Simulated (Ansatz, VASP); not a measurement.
**One calculation of MgO, two programs**

Contents of INCAR:

```
SYSTEM = MgO
  PREC = Accurate
  ENCUT = 520
  EDIFF = 1E-6
  ISMEAR = 0
  SIGMA = 0.05
  LREAL = .False.
  LASPH = .True.
  NELM = 60
  ALGO = Normal
  ISIF = 2
  LWAVE = .False.
  LCHARG = .False.
  GGA = PE
  NBANDS = 16
```

The input KPOINTS:

```
regular mesh
0
Gamma
  9 9 6
  0 0 0
```

File POSCAR:

```
MgO
1.0
    3.2324032657      0.0000000000      0.0000000000
   -1.6162016329      2.7993433434      0.0000000000
    0.0000000000      0.0000000000      4.9935087375
Mg O
2 2
Direct
    0.3392943318      0.6785886635      0.0063188067
    0.6726276651      0.3452553302      0.5063188067
    0.3242776382      0.6485552763      0.3982811933
    0.6576109715      0.3152219430      0.8982811933
```

Input for Ansatz:

```yaml
crystal:
  lattice:
    - [3.2324032657, 0.0, 0.0]
    - [-1.6162016329, 2.7993433434, 0.0]
    - [0.0, 0.0, 4.9935087375]
  atoms:
    - { symbol: Mg, position: [0.3392943318, 0.6785886635, 0.0063188067] }
    - { symbol: Mg, position: [0.6726276651, 0.3452553302, 0.5063188067] }
    - { symbol: O, position: [0.3242776382, 0.6485552763, 0.3982811933] }
    - { symbol: O, position: [0.6576109715, 0.315221943, 0.8982811933] }
basis:
  ecutwfc: 520.0
kpoints:
  mp_grid: { grid: [9, 9, 6] }
hamiltonian:
  xc: pbe
  pseudopotentials: { kind: paw, azcp: { folder: soft_1 } }
scf:
  occupations: { method: gaussian, width: 0.05 }
output:
  forces: true
  stress: true
  eigenvalues: true
```

Change from the starting cell: mode 11 frozen in at -0.052 Å, equal normal strain along x, y and z -0.0250.

Alike in both runs: task single point; functional PBE; k mesh 9 × 9 × 6; occupations gaussian, width 0.05 eV; no spin polarisation.

|  | VASP | Ansatz |
| --- | --- | --- |
| version | VASP 6.6.1 | Ansatz 0.2.0 |
| potentials or method | VASP PAW PBE potentials, release 64 (Mg, O), cutoff 520 eV | scalar-relativistic, plane waves, PAW |
| valence electrons in the cell | 16 | 32 |

|  | VASP | Ansatz | Ansatz less VASP |
| --- | --- | --- | --- |
| gap on the k mesh at the Fermi level (eV) | 3.80 | 3.82 | +0.018 |
| least direct gap on the mesh (eV) | 3.80 | 3.82 | +0.018 |
| pressure (GPa) | 10.5 | 10.9 | +0.36 |
| traceless stress, the component that is largest in VASP (GPa) | -3.22 | -3.17 | +0.051 |
| rms of the force components (eV/Å) | 0.575 | 0.567 | -0.0083 |

Atom by atom the forces differ by 0.008 eV/Å (rms over components). VASP's potentials hold 16 valence electrons a cell and Ansatz's 32, so a difference there can come from the potentials and not from the codes.
